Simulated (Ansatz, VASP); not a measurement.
CsPbCl3: VASP beside Ansatz

```xyz
5
Lattice="4.0556 2.3415 3.3127 -4.0556 2.3415 3.3127 0.0000 -4.6830 3.3127" Properties=species:S:1:pos:R:3 pbc="T T T"
Cs    0.0000    0.0000    4.9690
Pb    0.0000    0.0000    0.0000
Cl    2.0278    1.1708    1.6563
Cl    0.0000   -2.3415    1.6563
Cl   -2.0278    1.1708    1.6563
```

Alike in both runs: task single point; functional PBE; k mesh 6 × 6 × 6; occupations gaussian, width 0.05 eV; no spin polarisation.

|  | VASP | Ansatz |
| --- | --- | --- |
| version | VASP 6.6.1 | Ansatz 0.2.0 |
| potentials or method | VASP PAW PBE potentials, release 64 (Cs_sv, Pb_d, Cl), cutoff 520 eV | scalar-relativistic, plane waves, PAW |
| valence electrons in the cell | 44 | 44 |

|  | VASP | Ansatz | Ansatz less VASP |
| --- | --- | --- | --- |
| gap on the k mesh at the Fermi level (eV) | 2.22 | 2.21 | -0.008 |
| least direct gap on the mesh (eV) | 2.22 | 2.21 | -0.008 |
| pressure (GPa) | -0.1 | 0.0 | +0.04 |

The functional is the same, so the differences come from potentials, cutoffs and numerics.

Spin-orbit coupling is off throughout.
